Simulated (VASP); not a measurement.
Set up this calculation in VASP 6.6.1, as the native input.

* Task: single point
* Functional: r2SCAN
* Potentials or basis: VASP PAW PBE potentials, release 64 (Mo_sv)
* Cutoff: 520 eV
* k mesh: 8 × 8 × 8
* Occupations: gaussian, width 0.1 eV
* Spin: no spin polarisation
* Dipole correction: no
* Further INCAR settings: ALGO = Normal; EDIFF = 1e-06; NBANDS = 13

Mo:

```
Mo
1.0
    -1.50970    1.50970    1.50970
     1.50970   -1.50970    1.50970
     1.50970    1.50970   -1.50970
Mo
1
Cartesian
  0.0000 0.0000 0.0000
```

These files were run (other wordings do the same):

POSCAR

```
Mo
1.0
   -1.5096994454      1.5096994454      1.5096994454
    1.5096994454     -1.5096994454      1.5096994454
    1.5096994454      1.5096994454     -1.5096994454
Mo
1
Direct
    0.0000000000      0.0000000000      0.0000000000
```

INCAR.step1

```
ALGO = Normal
EDIFF = 1E-4
ENCUT = 520
GGA = PE
ISMEAR = 0
LASPH = True
LCHARG = False
LREAL = False
LWAVE = True
NBANDS = 13
NELM = 100
PREC = Accurate
SIGMA = 0.1
```

INCAR.step2

```
ALGO = Normal
EDIFF = 1E-6
ENCUT = 520
ISIF = 2
ISMEAR = 0
ISTART = 1
LASPH = True
LCHARG = False
LMIXTAU = True
LREAL = False
LWAVE = False
METAGGA = R2SCAN
NBANDS = 13
NELM = 100
PREC = Accurate
SIGMA = 0.1
```

KPOINTS

```
k-points
0
Gamma
  8 8 8
```

Potentials or basis: VASP PAW PBE potentials, release 64 (Mo_sv).

Launch:

```console
$ cat potpaw_PBE.64/Mo_sv/POTCAR > POTCAR
$ cp INCAR.step1 INCAR
$ mpirun -np 1 vasp_std > vasp.out
$ cp INCAR.step2 INCAR
$ mpirun -np 1 vasp_std > vasp.out
```

It gave:

The pressure is 46.9 GPa. The band gap on the k mesh is zero (band 7 reaches 19.67 eV, above the bottom of band 8 at 13.02 eV).

Caveat: the k points lie up to 0.37 Å⁻¹ apart; the PAW data sets were made with another functional, which shifts forces and pressure a little.

Run time: 14 s on 1 thread of Intel(R) Xeon(R) 6975P-C (Granite Rapids), on a shared host, peak memory 0.12 GiB.
